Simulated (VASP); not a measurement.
Input of a VASP 6.6.1 run:

The input INCAR:

```
SYSTEM = Li3SiN2
PREC = Accurate
ENCUT = 520
EDIFF = 1E-6
ISMEAR = 0
SIGMA = 0.1
LREAL = .False.
LASPH = .True.
NELM = 150
ALGO = Normal
ISIF = 2
LWAVE = .False.
LCHARG = .True.
ISPIN = 2
MAGMOM = 0 0 0 0 1 1
LORBIT = 11
GGA = PE
LELF = .True.
LVHAR = .True.
NBANDS = 24
```

Contents of KPOINTS:

```
regular mesh
0
Gamma
  6 6 2
  0 0 0
```

Contents of POSCAR:

```
Li3SiN2
1.0
    2.7986203700      0.0000000000      0.0000000000
    0.0000000000      2.7986203700      0.0000000000
    0.0000000000      0.0000000000      8.4732018400
Li Si N
3 1 2
Direct
    0.0000000000      0.0000000000      0.8390681100
    0.0000000000      0.0000000000      0.1609318900
    0.0000000000      0.0000000000      0.5000000000
    0.5000000000      0.5000000000      0.0000000000
    0.5000000000      0.5000000000      0.3248246900
    0.5000000000      0.5000000000      0.6751753100
```

Potentials or basis: VASP PAW PBE potentials, release 64 (Li_sv, Si, N).

Launch:

```sh
$ cat potpaw_PBE.64/Li_sv/POTCAR potpaw_PBE.64/Si/POTCAR potpaw_PBE.64/N/POTCAR > POTCAR
$ mpirun -np 1 vasp_std > vasp.out
```

Task: What does it give for the site moments?

Result: Li -0.00; Si -0.04; N +0.49 μB.

Task: Predict the net moment.

Result: 1.25 μB per cell.

Task: What does it give for the largest force?

Result: 2.706 eV/Å.

Forces on the atoms (eV/Å):
```
Li   0.000  0.000 -2.706
Li   0.000  0.000  2.706
Li   0.000  0.000  0.000
Si   0.000  0.000  0.000
N    0.000  0.000 -1.598
N    0.000  0.000  1.598
```

Caveat: the k points lie up to 0.37 Å⁻¹ apart; forces of over 1 eV/Å act on the atoms, so gaps and moduli don't describe the material at rest.
